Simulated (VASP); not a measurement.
# SnO: single point with PBE+D3(BJ)

SnO:

```
Sn O
1.0
     3.88967    0.00000    0.00000
     0.00000    3.88967    0.00000
     0.00000    0.00000    4.63428
Sn O
2 2
Direct
  0.00000 0.50000 0.24324
  0.50000 0.00000 0.75676
  0.00000 0.00000 0.00000
  0.50000 0.50000 0.00000
```

This cell differs from its parent crystal: ratio of the length along z to the lengths across it x 0.96, volume and fractional coordinates fixed.

```json
{
  "Program": "VASP 6.6.1",
  "Task": "single point",
  "Functional": "PBE",
  "Dispersion": "D3(BJ)",
  "Potentials or basis": "VASP PAW PBE potentials, release 64 (Sn_d, O)",
  "Cutoff": "520 eV",
  "k mesh": "14 × 14 × 12",
  "Occupations": "gaussian, width 0.15 eV",
  "Spin": "no spin polarisation"
}
```

| Property | Result |
| --- | --- |
| Pressure | -0.3 GPa |
| Largest force | 0.234 eV/Å |
| Band gap on the k mesh | 0.22 eV, indirect (least direct gap 1.79 eV) |
| Dispersion energy per atom | -0.235 eV |

Forces in eV/Å, atoms in the order of the input:
```
Sn   0.000  0.000  0.234
Sn   0.000  0.000 -0.234
O    0.000  0.000  0.000
O    0.000  0.000  0.000
```

Stress tensor (GPa, compression positive):
```
-1.29  0.00  0.00
 0.00 -1.29  0.00
 0.00  0.00  1.53
```

Levels at points of the mesh, in eV from the valence-band top:
| k point | band 17 | band 18 | band 19 | band 20 | band 21 | band 22 | band 23 | band 24 |
| --- | --- | --- | --- | --- | --- | --- | --- | --- |
| (0.00, 0.00, 0.00) | -3.12 | -2.98 | -2.98 | -0.04 | 2.22 | 4.65 | 4.65 | 4.98 |
| (0.50, 0.00, 0.00) | -4.52 | -4.52 | -2.37 | -2.37 | 3.54 | 3.54 | 5.88 | 5.88 |
| (0.50, 0.50, 0.00) | -2.33 | -2.33 | -1.58 | -1.58 | 0.22 | 0.22 | 4.92 | 4.92 |
| (0.00, 0.00, 0.50) | -3.00 | -3.00 | -2.78 | -1.64 | 1.61 | 2.91 | 2.91 | 3.45 |
| (0.50, 0.00, 0.50) | -4.51 | -4.51 | -1.40 | -1.40 | 2.95 | 2.95 | 5.31 | 5.31 |
| (0.50, 0.50, 0.50) | -2.57 | -2.57 | -2.33 | -2.33 | 2.65 | 2.65 | 4.56 | 4.56 |

It took 2.8 min on 1 thread of Intel(R) Xeon(R) 6975P-C (Granite Rapids), with other jobs on the host, peak memory 0.47 GiB.

Caveat: spin-orbit coupling is left out, which moves the levels of the heavy elements. A k mesh can miss the band edges.
